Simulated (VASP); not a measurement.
Wanted: the native input for a VASP 6.6.1 run.

```
Task                   : single point
Functional             : LDA
Potentials or basis    : VASP PAW LDA potentials, release 64 (Ir)
Cutoff                 : 520 eV
k mesh                 : 21 × 21 × 12
Occupations            : gaussian, width 0.15 eV
Spin                   : collinear spin
Starting moments       : [0.2, 0.2] μB
Fixed moment           : 0.4 μB
Dipole correction      : no
Further INCAR settings : ALGO = Normal; EDIFF = 1e-07; NBANDS = 20
```

The structure of Ir lies in POSCAR:

```
Ir
1.0
    2.7583201541      0.0000000000      0.0000000000
   -1.3791600771      2.3887753253      0.0000000000
    0.0000000000      0.0000000000      4.4722974870
Ir
2
Direct
    0.6666666667      0.3333333333      0.7500000000
    0.3333333333      0.6666666667      0.2500000000
```

This isn't the form of Ir at room conditions, which is fcc.

One way to write it, as run:

INCAR

```
SYSTEM = Ir
ALGO = Normal ; EDIFF = 1E-7
ENCUT = 520 ; ISIF = 2
ISMEAR = 0 ; ISPIN = 2
LASPH = .TRUE. ; LCHARG = .FALSE.
LMAXMIX = 4 ; LORBIT = 11
LREAL = .FALSE. ; LWAVE = .FALSE.
MAGMOM = 0.2 0.2 ; NBANDS = 20
NELM = 150 ; NUPDOWN = 0.4
PREC = Accurate ; SIGMA = 0.15
```

KPOINTS

```
k-points
0
G
  21 21 12
  0 0 0
```

Potentials or basis: VASP PAW LDA potentials, release 64 (Ir).

Run with:

```console
$ cat potpaw_LDA.64/Ir/POTCAR > POTCAR
$ mpirun -np 1 vasp_std > vasp.out
```

Results of the run:

- Pressure: -17.8 GPa
- Net moment: 0.40 μB per cell
- Site moments: Ir +0.19 μB
- Valence electrons inside the program's atomic spheres: Ir 8.28

Caveat: the cell stands under tension; the total moment is fixed, so each spin has its own Fermi level and the state may be an excited one.

It took 9.4 min on 1 thread of Intel Xeon 8259CL, on a shared host, peak memory 0.37 GiB.
